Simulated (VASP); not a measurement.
# In2O3 (R-3c) in VASP: notebook, part 2 of 2

VASP 6.6.1.

**3. Single point, PBE**

INCAR

```
SYSTEM = In2O3
PREC     = Accurate       ! precision mode
ENCUT    = 520            ! plane-wave cutoff, eV
EDIFF    = 1E-6           ! SCF threshold, eV
ISMEAR   = -1             ! smearing method
SIGMA    = 0.1            ! smearing width, eV
LREAL    = .False.        ! projectors in reciprocal space
LASPH    = .True.         ! aspherical terms in the spheres
NELM     = 80             ! most SCF steps
ALGO     = Normal         ! electronic algorithm
ISIF     = 2              ! what is computed and relaxed
LWAVE    = .False.        ! write WAVECAR
LCHARG   = .False.        ! write CHGCAR
GGA      = PE             ! functional
NBANDS   = 55             ! bands
```

KPOINTS

```
Automatic mesh
0
Gamma
  4 4 4
  0 0 0
```

POSCAR

```
In2O3
1.0
    2.6719040000      4.6278690000      0.0000000000
   -2.6719040000      4.6278690000      0.0000000000
    0.0000000000     -3.0852460000      4.8621000000
In O
4 6
Direct
    0.3521600000      0.3521600000      0.0564800000
    0.1478400000      0.1478400000      0.4435200000
    0.6478400000      0.6478400000      0.9435200000
    0.8521600000      0.8521600000      0.5564800000
    0.5562400000      0.9437600000      0.7500000000
    0.2500000000      0.5562400000      0.7500000000
    0.9437600000      0.2500000000      0.7500000000
    0.4437600000      0.0562400000      0.2500000000
    0.7500000000      0.4437600000      0.2500000000
    0.0562400000      0.7500000000      0.2500000000
```

Potentials or basis: VASP PAW PBE potentials, release 64 (In_d, O).

Command:

```sh
> cat potpaw_PBE.64/In_d/POTCAR potpaw_PBE.64/O/POTCAR > POTCAR
> mpirun -np 1 vasp_std > vasp.out
```

OUTCAR:

```text
SYSTEM = In2O3
   PREC = Accurate
   ENCUT = 520
   EDIFF = 1E-6
   ISMEAR = -1
   LREAL = .False.
   LASPH = .True.
   NELM = 80
   ISIF = 2
   GGA = PE

 ion  position               nearest neighbor table
   1  0.352  0.352  0.056-   9 2.08   8 2.08  10 2.08   7 2.21   6 2.21   5 2.21   2 2.98   3 3.13
                             3 3.13   3 3.13   2 3.61   2 3.61   2 3.61   4 3.93   4 3.93   4 3.93
   2  0.148  0.148  0.444-  10 2.08   8 2.08   9 2.08   6 2.21   7 2.21   5 2.21   1 2.98   4 3.13
                             4 3.13   4 3.13   1 3.61   1 3.61   1 3.61   3 3.93   3 3.93   3 3.93
   3  0.648  0.648  0.944-   6 2.08   5 2.08   7 2.08  10 2.21   9 2.21   8 2.21   4 2.98   1 3.13
                             1 3.13   1 3.13   4 3.61   4 3.61   4 3.61   2 3.93   2 3.93   2 3.93
   4  0.852  0.852  0.556-   7 2.08   5 2.08   6 2.08   9 2.21  10 2.21   8 2.21   3 2.98   2 3.13
                             2 3.13   2 3.13   3 3.61   3 3.61   3 3.61   1 3.93   1 3.93   1 3.93
   5  0.556  0.944  0.750-   3 2.08   4 2.08   1 2.21   2 2.21
   6  0.250  0.556  0.750-   3 2.08   4 2.08   2 2.21   1 2.21
   7  0.944  0.250  0.750-   4 2.08   3 2.08   1 2.21   2 2.21
   8  0.444  0.056  0.250-   1 2.08   2 2.08   3 2.21   4 2.21
   9  0.750  0.444  0.250-   1 2.08   2 2.08   4 2.21   3 2.21
  10  0.056  0.750  0.250-   2 2.08   1 2.08   3 2.21   4 2.21

  LATTYP: Found a trigonal (rhomboedric) cell.
 ALAT       =     5.7583654899
 COS(alpha) =     0.5694007761

  Lattice vectors:

 A1 = (   2.6719040000,   1.5426230000,   4.8621000000)
 A2 = (  -2.6719040000,   1.5426230000,   4.8621000000)
 A3 = (   0.0000000000,  -3.0852460000,   4.8621000000)

Analysis of symmetry for initial positions (statically):
=====================================================================
 Subroutine PRICEL returns:
 Original cell was already a primitive cell.

 Routine SETGRP: Setting up the symmetry group for a
 trigonal (rhombohedral) supercell.

 Subroutine GETGRP returns: Found 12 space group operations
 (whereof  6 operations were pure point group operations)
 out of a pool of 12 trial point group operations.

The static configuration has the point symmetry S_6 .
 The point group associated with its full space group is D_3d.

Analysis of symmetry for dynamics (positions and initial velocities):
=====================================================================
 Subroutine PRICEL returns:
 Original cell was already a primitive cell.

 Routine SETGRP: Setting up the symmetry group for a
 trigonal (rhombohedral) supercell.

 Subroutine GETGRP returns: Found 12 space group operations
 (whereof  6 operations were pure point group operations)
 out of a pool of 12 trial point group operations.

The dynamic configuration has the point symmetry S_6 .
 The point group associated with its full space group is D_3d.

 Subroutine INISYM returns: Found 12 space group operations
 (whereof  6 operations are pure point group operations),
 and found     1 'primitive' translations

----------------------------------------------------------------------------------------

                                     Primitive cell

  volume of cell :     120.2419

  direct lattice vectors                    reciprocal lattice vectors
     2.671904000  4.627869000  0.000000000     0.187132472  0.108041088  0.068557482
    -2.671904000  4.627869000  0.000000000    -0.187132472  0.108041088  0.068557482
     0.000000000 -3.085246000  4.862100000     0.000000000  0.000000000  0.205672446

  length of vectors
     5.343804119  5.343804119  5.758364289     0.226697082  0.226697082  0.205672446
[... 71 lines left out ...]
   dimension x,y,z NGXF=    80 NGYF=   80 NGZF=   96
   ions per type =               4   6
   NGX,Y,Z   is equivalent  to a cutoff of  12.44, 12.44, 13.86 a.u.
   NGXF,Y,Z  is equivalent  to a cutoff of  24.89, 24.89, 27.72 a.u.
 SYSTEM =  In2O3
   PREC   = accura    normal or accurate (medium, high low for compatibility)
   ISTART =      0    job   : 0-new  1-cont  2-samecut
   ICHARG =      2    charge: 1-file 2-atom 10-const
   ISPIN  =      1    spin polarized calculation?
   LNONCOLLINEAR =      F non collinear calculations
   LSORBIT =      F    spin-orbit coupling
   LASPH  =      T    aspherical Exc in radial PAW
   ENCUT  =  520.0 eV  38.22 Ry    6.18 a.u.   9.94  9.94 10.71*2*pi/ulx,y,z
   NELM   =     80;   NELMIN=  2; NELMDL= -5     # of ELM steps
   EDIFF  = 0.1E-05   stopping-criterion for ELM
   LREAL  =      F    real-space projection
   EDIFFG = 0.1E-04   stopping-criterion for IOM
   NSW    =      0    number of steps for IOM
   IBRION =     -1    ionic relax: 0-MD 1-quasi-New 2-CG
   NFREE  =      0    steps in history (QN), initial steepest desc. (CG)
   ISIF   =      2    stress and relaxation
   ISYM   =      2    0-nonsym 1-usesym 2-fastsym
   POTIM  = 0.5000    time-step for ionic-motion
   TEBEG  =    0.0;   TEEND  =   0.0 temperature during run
   PSTRESS=    0.0 pullay stress
   NELECT =      88.0000    total number of electrons
   NUPDOWN=      -1.0000    fix difference up-down
   EMIN   =  10.00;   EMAX   =-10.00  energy-range for DOS
   EFERMI =   0.00;   METHOD = LEGACY
   ISMEAR =    -1;   SIGMA  =   0.10  broadening in eV -4-tet -1-fermi 0-gaus
   EFERMI_NEDOS =   21; number of points for ismear=-14 and -15
   IALGO  =     38    algorithm
   IMIX   =      4    mixing-type and parameters
     AMIX     =   0.40;   BMIX     =  1.00
     AMIX_MAG =   1.60;   BMIX_MAG =  1.00
  volume/ion in A,a.u.               =      12.02        81.14
  Fermi-wavevector in a.u.,A,eV,Ry     =   1.475312  2.787935 29.613688  2.176545
  Thomas-Fermi vector in A             =   2.589976
   LORBIT       =      0    0 simple, 1 ext, 2 COOP (PROOUT), +10 PAW based schemes
   GGA     = PE    functional components
   LHFCALC =     F    Hartree Fock is set to
   AEXX    =    0.0000 exact exchange contribution
   IVDW    =     0    specifies the selected vdW correction
   LEPSILON=     F    determine dielectric tensor
   LRPA    =     F    only Hartree local field effects (RPA)
 non-spin polarized calculation
  energy-cutoff  :      520.00
  volume of cell :      120.24
 maximum number of plane-waves:      3260
   NGX = 19   NGY = 19   NGZ = 21

 number of electron      87.9999996 magnetization

 Free energy of the ion-electron system (eV)
  ---------------------------------------------------
  ext. energy  EPLUGINS =         0.00000000
  ---------------------------------------------------
  free energy    TOTEN  =       -54.54264224 eV

  energy without entropy =      -54.54255997  energy(sigma->0) =      -54.54260110

 E-fermi :   7.2239     XC(G=0): -11.4715

 val. band max:        6.2066635964   @ k =   0.0000   0.0000   0.0000
 cond. band min:       7.8876232650   @ k =   0.0000   0.0000   0.0000
 fundamental gap:      1.6809596687
 Fermi energy:         7.2238909218

 k-point     1 :       0.0000    0.0000    0.0000
  band No.  band energies     occupation
      1     -11.7999      2.00000
      2     -10.8803      2.00000
      3     -10.8803      2.00000
      4     -10.5736      2.00000
      5     -10.5736      2.00000
      6     -10.4802      2.00000
[... 743 lines left out ...]
     54      16.2635      0.00000
     55      18.2542      0.00000

------------------------ aborting loop because EDIFF is reached ----------------------------------------

  FORCE on cell =-STRESS in cart. coord.  units (eV):
  Direction    XX          YY          ZZ          XY          YZ          ZX
  --------------------------------------------------------------------------------------
  -------------------------------------------------------------------------------------
  Total       16.4974598     16.4974279     13.5440151      0.0000000      0.0000000      0.0000000
  in kB      219.8223634    219.8219377    180.4688383      0.0000000      0.0000000      0.0000000
  external PRESSURE =     206.7043798 kB  Pullay stress =       0.0000000 kB

 VOLUME and BASIS-vectors are now :
 -----------------------------------------------------------------------------
  energy-cutoff  :      520.00
  volume of cell :      120.24
      direct lattice vectors                 reciprocal lattice vectors
     2.671904000  4.627869000  0.000000000     0.187132472  0.108041088  0.068557482
    -2.671904000  4.627869000  0.000000000    -0.187132472  0.108041088  0.068557482
     0.000000000 -3.085246000  4.862100000     0.000000000  0.000000000  0.205672446

 POSITION                                       TOTAL-FORCE (eV/Angst)
 -----------------------------------------------------------------------------------
      0.00000      3.08525      0.27461        -0.000000     -0.000000      0.493178
      0.00000      0.00000      2.15644        -0.000000      0.000000     -0.493178
      0.00000      3.08525      4.58749        -0.000000      0.000000     -0.493178
      0.00000      6.17049      2.70566        -0.000000     -0.000000      0.493178
     -1.03542      4.62787      3.64657        -0.442449      0.000000     -0.000000
     -0.81824      1.41724      3.64657         0.221225     -0.383172     -0.000000
      1.85366      3.21063      3.64657         0.221225      0.383172     -0.000000
      1.03542      1.54262      1.21552         0.442449      0.000000     -0.000000
      0.81824      4.75325      1.21552        -0.221225      0.383172     -0.000000
     -1.85366      2.95986      1.21552        -0.221225     -0.383172     -0.000000
 -----------------------------------------------------------------------------------
    total drift:                               -0.000000     -0.000000      0.000000

  FREE ENERGIE OF THE ION-ELECTRON SYSTEM (eV)
  ---------------------------------------------------
  free  energy   TOTEN  =       -54.5426422366 eV

  energy  without entropy=      -54.5425599700  energy(sigma->0) =      -54.54260110
```

Wall time 3.1 min (1 thread of Intel Xeon 8259CL, shared host); peak memory 0.28 GiB.

What came out:

```
Free energy            : -54.5426 eV
Pressure               : 20.7 GPa
Largest force          : 0.493 eV/Å
Band gap on the k mesh : 1.68 eV
```

Forces on the atoms (eV/Å):
```
In   0.000  0.000  0.493
In   0.000  0.000 -0.493
In   0.000  0.000 -0.493
In   0.000  0.000  0.493
O   -0.442  0.000  0.000
O    0.221 -0.383  0.000
O    0.221  0.383  0.000
O    0.442  0.000  0.000
O   -0.221  0.383  0.000
O   -0.221 -0.383  0.000
```

Caveat: the cell stands under pressure; spin-orbit coupling is left out, which moves the levels of the heavy elements.
